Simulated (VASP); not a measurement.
# BN (zincblende type) (F-43m) in VASP: notebook, part 3 of 3

VASP 6.6.1.

### Step 5. Single point, PBE (volume scaled by 0.8)

INCAR reads:

```
SYSTEM = BN
ALGO     = Normal         ! electronic algorithm
EDIFF    = 1E-7           ! SCF threshold, eV
ENCUT    = 520            ! plane-wave cutoff, eV
GGA      = PE             ! functional
ISIF     = 2              ! what is computed and relaxed
ISMEAR   = -1             ! smearing method
LASPH    = .TRUE.         ! aspherical terms in the spheres
LCHARG   = .FALSE.        ! write CHGCAR
LREAL    = .FALSE.        ! projectors in reciprocal space
LWAVE    = .FALSE.        ! write WAVECAR
NBANDS   = 11             ! bands
NELM     = 80             ! most SCF steps
PREC     = Accurate       ! precision mode
SIGMA    = 0.05           ! smearing width, eV
```

KPOINTS reads:

```
k-points
0
G
  15 15 15
  0 0 0
```

POSCAR reads:

```
BN
1.0
    0.0000000000      1.6824384858      1.6824384858
    1.6824384858      0.0000000000      1.6824384858
    1.6824384858      1.6824384858      0.0000000000
B N
1 1
Direct
    0.0000000000      0.0000000000      0.0000000000
    0.2500000000      0.2500000000      0.2500000000
```

Potentials or basis: VASP PAW PBE potentials, release 64 (B, N).

Launch:

```bash
cat potpaw_PBE.64/B/POTCAR potpaw_PBE.64/N/POTCAR > POTCAR
mpirun -np 1 vasp_std > vasp.out
```

OUTCAR:

```text
SYSTEM = BN
   EDIFF = 1E-7
   ENCUT = 520
   GGA = PE
   ISIF = 2
   ISMEAR = -1
   LASPH = .TRUE.
   LREAL = .FALSE.
   NELM = 80
   PREC = Accurate

 ion  position               nearest neighbor table
   1  0.000  0.000  0.000-   2 1.46   2 1.46   2 1.46   2 1.46
   2  0.250  0.250  0.250-   1 1.46   1 1.46   1 1.46   1 1.46

  LATTYP: Found a face centered cubic cell.
 ALAT       =     3.3648769716

  Lattice vectors:

 A1 = (   0.0000000000,   1.6824384858,   1.6824384858)
 A2 = (   1.6824384858,   0.0000000000,   1.6824384858)
 A3 = (   1.6824384858,   1.6824384858,   0.0000000000)

Analysis of symmetry for initial positions (statically):
=====================================================================
 Subroutine PRICEL returns:
 Original cell was already a primitive cell.

 Routine SETGRP: Setting up the symmetry group for a
 face centered cubic supercell.

 Subroutine GETGRP returns: Found 24 space group operations
 (whereof 24 operations were pure point group operations)
 out of a pool of 48 trial point group operations.

The static configuration has the point symmetry T_d .

Analysis of symmetry for dynamics (positions and initial velocities):
=====================================================================
 Subroutine PRICEL returns:
 Original cell was already a primitive cell.

 Routine SETGRP: Setting up the symmetry group for a
 face centered cubic supercell.

 Subroutine GETGRP returns: Found 24 space group operations
 (whereof 24 operations were pure point group operations)
 out of a pool of 48 trial point group operations.

The dynamic configuration has the point symmetry T_d .

 Subroutine INISYM returns: Found 24 space group operations
 (whereof 24 operations are pure point group operations),
 and found     1 'primitive' translations

----------------------------------------------------------------------------------------

                                     Primitive cell

  volume of cell :       9.5246

  direct lattice vectors                    reciprocal lattice vectors
     0.000000000  1.682438486  1.682438486    -0.297187686  0.297187686  0.297187686
     1.682438486  0.000000000  1.682438486     0.297187686 -0.297187686  0.297187686
     1.682438486  1.682438486  0.000000000     0.297187686  0.297187686 -0.297187686

  length of vectors
     2.379327324  2.379327324  2.379327324     0.514744171  0.514744171  0.514744171

  position of ions in fractional coordinates (direct lattice)
     0.000000000  0.000000000  0.000000000
     0.250000000  0.250000000  0.250000000

  ion indices of the primitive-cell ions
   primitive index   ion index
                 1           1
                 2           2

----------------------------------------------------------------------------------------

 KPOINTS: k-points

Automatic generation of k-mesh.
 Grid dimensions read from file:
 generate k-points for:   15   15   15

 Generating k-lattice:

  Cartesian coordinates                     Fractional coordinates (reciprocal lattice)
    -0.019812512  0.019812512  0.019812512     0.066666667  0.000000000  0.000000000
     0.019812512 -0.019812512  0.019812512     0.000000000  0.066666667  0.000000000
     0.019812512  0.019812512 -0.019812512     0.000000000  0.000000000  0.066666667

  Length of vectors
     0.034316278  0.034316278  0.034316278

  Shift w.r.t. Gamma in fractional coordinates (k-lattice)
     0.000000000  0.000000000  0.000000000

 Subroutine IBZKPT returns following result:
 ===========================================

 Found    120 irreducible k-points:

 Following reciprocal coordinates:
            Coordinates               Weight
  0.000000  0.000000  0.000000      1.000000
  0.066667  0.000000  0.000000      8.000000
  0.133333  0.000000  0.000000      8.000000
  0.200000  0.000000  0.000000      8.000000
  0.266667  0.000000  0.000000      8.000000
  0.333333  0.000000  0.000000      8.000000
[... 16 lines left out ...]
  0.133333  0.133333  0.000000      6.000000
  0.200000  0.133333  0.000000     24.000000
 [... further k-points ...]
   k-points           NKPTS =    120   k-points in BZ     NKDIM =    120   number of bands    NBANDS=     11
   number of dos      NEDOS =    301   number of ions     NIONS =      2
   total plane-waves  NPLWV =   5832
   dimension x,y,z NGX =    18 NGY =   18 NGZ =   18
   dimension x,y,z NGXF=    36 NGYF=   36 NGZF=   36
   ions per type =               1   1
   NGX,Y,Z   is equivalent  to a cutoff of  12.58, 12.58, 12.58 a.u.
   NGXF,Y,Z  is equivalent  to a cutoff of  25.15, 25.15, 25.15 a.u.
 SYSTEM =  BN
   PREC   = accura    normal or accurate (medium, high low for compatibility)
   ISTART =      0    job   : 0-new  1-cont  2-samecut
   ICHARG =      2    charge: 1-file 2-atom 10-const
   ISPIN  =      1    spin polarized calculation?
   LNONCOLLINEAR =      F non collinear calculations
   LSORBIT =      F    spin-orbit coupling
   LASPH  =      T    aspherical Exc in radial PAW
   ENCUT  =  520.0 eV  38.22 Ry    6.18 a.u.   4.42  4.42  4.42*2*pi/ulx,y,z
   NELM   =     80;   NELMIN=  2; NELMDL= -5     # of ELM steps
   EDIFF  = 0.1E-06   stopping-criterion for ELM
   LREAL  =      F    real-space projection
   EDIFFG = 0.1E-05   stopping-criterion for IOM
   NSW    =      0    number of steps for IOM
   IBRION =     -1    ionic relax: 0-MD 1-quasi-New 2-CG
   NFREE  =      0    steps in history (QN), initial steepest desc. (CG)
   ISIF   =      2    stress and relaxation
   ISYM   =      2    0-nonsym 1-usesym 2-fastsym
   POTIM  = 0.5000    time-step for ionic-motion
   TEBEG  =    0.0;   TEEND  =   0.0 temperature during run
   PSTRESS=    0.0 pullay stress
   NELECT =       8.0000    total number of electrons
   NUPDOWN=      -1.0000    fix difference up-down
   EMIN   =  10.00;   EMAX   =-10.00  energy-range for DOS
   EFERMI =   0.00;   METHOD = LEGACY
   ISMEAR =    -1;   SIGMA  =   0.05  broadening in eV -4-tet -1-fermi 0-gaus
   EFERMI_NEDOS =   21; number of points for ismear=-14 and -15
   IALGO  =     38    algorithm
   IMIX   =      4    mixing-type and parameters
     AMIX     =   0.40;   BMIX     =  1.00
     AMIX_MAG =   1.60;   BMIX_MAG =  1.00
  volume/ion in A,a.u.               =       4.76        32.14
  Fermi-wavevector in a.u.,A,eV,Ry     =   1.544622  2.918913 32.461569  2.385858
  Thomas-Fermi vector in A             =   2.650117
   LORBIT       =      0    0 simple, 1 ext, 2 COOP (PROOUT), +10 PAW based schemes
   GGA     = PE    functional components
   LHFCALC =     F    Hartree Fock is set to
   AEXX    =    0.0000 exact exchange contribution
   IVDW    =     0    specifies the selected vdW correction
   LEPSILON=     F    determine dielectric tensor
   LRPA    =     F    only Hartree local field effects (RPA)
 non-spin polarized calculation
  energy-cutoff  :      520.00
  volume of cell :        9.52
 maximum number of plane-waves:       271
 NGX is ok and might be reduce to    18
   NGX =  9   NGY =  9   NGZ =  9

 number of electron       8.0000003 magnetization

 Free energy of the ion-electron system (eV)
  ---------------------------------------------------
  ext. energy  EPLUGINS =         0.00000000
  ---------------------------------------------------
  free energy    TOTEN  =       -16.66086600 eV

  energy without entropy =      -16.66086600  energy(sigma->0) =      -16.66086600

 E-fermi :  11.2951     XC(G=0): -13.9165

 val. band max:       10.2962381443   @ k =   0.0000   0.0000   0.0000
 cond. band min:      15.0236089912   @ k =   0.4667   0.4667   0.0000
 fundamental gap:      4.7273708469
 Fermi energy:        11.2950966136

 k-point     1 :       0.0000    0.0000    0.0000
  band No.  band energies     occupation
      1     -12.5973      2.00000
      2      10.2962      2.00000
      3      10.2962      2.00000
      4      10.2962      2.00000
      5      20.1446      0.00000
      6      20.1446      0.00000
      7      20.1446      0.00000
      8      24.3728      0.00000
      9      39.3054      0.00000
     10      40.8394      0.00000
     11      40.8394      0.00000
[... 309 lines left out ...]
 k-point    24 :       0.2000    0.1333    0.0000
  band No.  band energies     occupation
      1     -11.4610      2.00000
      2       7.0425      2.00000
      3       8.1017      2.00000
      4       8.7602      2.00000
      5      19.3888      0.00000
      6      23.2083      0.00000
      7      23.2533      0.00000
      8      25.5183      0.00000
      9      31.7244      0.00000
     10      40.7946      0.00000
     11      40.8203      0.00000

 [... further k-points ...]

------------------------ aborting loop because EDIFF is reached ----------------------------------------

  FORCE on cell =-STRESS in cart. coord.  units (eV):
  Direction    XX          YY          ZZ          XY          YZ          ZX
  --------------------------------------------------------------------------------------
  -------------------------------------------------------------------------------------
  Total        7.4462315      7.4462315      7.4462315     -0.0000000      0.0000000      0.0000000
  in kB     1252.5628843   1252.5628843   1252.5628843     -0.0000000      0.0000000      0.0000000
  external PRESSURE =    1252.5628843 kB  Pullay stress =       0.0000000 kB

 VOLUME and BASIS-vectors are now :
 -----------------------------------------------------------------------------
  energy-cutoff  :      520.00
  volume of cell :        9.52
      direct lattice vectors                 reciprocal lattice vectors
     0.000000000  1.682438486  1.682438486    -0.297187686  0.297187686  0.297187686
     1.682438486  0.000000000  1.682438486     0.297187686 -0.297187686  0.297187686
     1.682438486  1.682438486  0.000000000     0.297187686  0.297187686 -0.297187686

 POSITION                                       TOTAL-FORCE (eV/Angst)
 -----------------------------------------------------------------------------------
      0.00000      0.00000      0.00000        -0.000000      0.000000      0.000000
      0.84122      0.84122      0.84122         0.000000     -0.000000     -0.000000
 -----------------------------------------------------------------------------------
    total drift:                                0.000000      0.000000      0.000000

  FREE ENERGIE OF THE ION-ELECTRON SYSTEM (eV)
  ---------------------------------------------------
  free  energy   TOTEN  =       -16.6608659967 eV

  energy  without entropy=      -16.6608659967  energy(sigma->0) =      -16.66086600
```

Wall time 15 s (1 thread of AMD EPYC 7R13, shared host); peak memory 0.09 GiB.

Results:

```
Free energy            : -16.6609 eV
Pressure               : 125.3 GPa
Band gap on the k mesh : 4.73 eV, indirect (least direct gap 9.85 eV)
```

 A k mesh can miss the band edges.
